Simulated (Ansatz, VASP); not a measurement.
# Pb: VASP beside Ansatz

```
Pb
1.0
     3.21268    0.00000    0.00000
     0.00000    3.21268    0.00000
     0.00000    0.00000    3.21268
Pb
1
Cartesian
  0.0000 0.0000 0.0000
```

Alike in both runs: functional r2SCAN; k mesh 18 × 18 × 18; occupations gaussian, width 0.1 eV; no spin polarisation.

Ansatz relaxed the structure, and its values are those at the end. VASP's run is a single point on that final structure, the one shown.

|  | VASP | Ansatz |
| --- | --- | --- |
| version | VASP 6.6.1 | Ansatz 0.2.0 |
| potentials or method | VASP PAW PBE potentials, release 64 (Pb_d), cutoff 520 eV | scalar-relativistic, plane waves, PAW |
| valence electrons in the cell | 14 | 14 |

|  | VASP | Ansatz | Ansatz less VASP |
| --- | --- | --- | --- |
| gap on the k mesh at the Fermi level (eV) | none | none | - |
| pressure (GPa) | 0.0 | 0.0 | +0.01 |

VASP's potentials were made for PBE, not for r2SCAN. A gap of «none» marks a metal or a gap that the smearing closes. The functional is the same, so the differences come from potentials, cutoffs and numerics.

Spin-orbit coupling is off throughout.
